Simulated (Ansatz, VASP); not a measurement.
One calculation of C, two programs

```xyz
16
Lattice="2.5221 0.0000 0.0000 -1.2611 2.1842 0.0000 0.0000 0.0000 16.4743" Properties=species:S:1:pos:R:3 pbc="T T T"
C     0.0000    0.0000    0.7723
C     0.0000    0.0000    9.0095
C     0.0000    0.0000    7.4648
C     0.0000    0.0000   15.7020
C     0.0000    1.4561    1.2871
C     1.2611    0.7281    9.5243
C     0.0000    1.4561    6.9500
C     1.2611    0.7281   15.1872
C     0.0000    1.4561    2.8316
C     1.2611    0.7281   11.0688
C     0.0000    1.4561    5.4055
C     1.2611    0.7281   13.6427
C     0.0000    1.4561   13.1280
C     1.2611    0.7281    4.8909
C     0.0000    1.4561   11.5834
C     1.2611    0.7281    3.3463
```

Alike in both runs: task single point; functional PBE; k mesh 12 × 12 × 2; occupations gaussian, width 0.02 eV; no spin polarisation.

|  | VASP | Ansatz |
| --- | --- | --- |
| version | VASP 6.6.1 | Ansatz 0.2.0 |
| potentials or method | VASP PAW PBE potentials, release 64 (C), cutoff 520 eV | scalar-relativistic, plane waves, PAW |
| valence electrons in the cell | 64 | 64 |

VASP gave:

* gap on the k mesh at the Fermi level (eV): 4.36
* least direct gap on the mesh (eV): 5.36
* pressure (GPa): 2.7
* traceless stress, the component that is largest in VASP (GPa): 4.02
* rms of the force components (eV/Å): 0.131

What did Ansatz give for the same quantities?

gap on the k mesh at the Fermi level (eV): 4.37; least direct gap on the mesh (eV): 5.37; pressure (GPa): 2.0; traceless stress, the component that is largest in VASP (GPa): 4.08; rms of the force components (eV/Å): 0.130.

Atom by atom the forces differ by 0.004 eV/Å (rms over components). With one functional, cell and mesh, what is left measures potentials, basis and numerics.
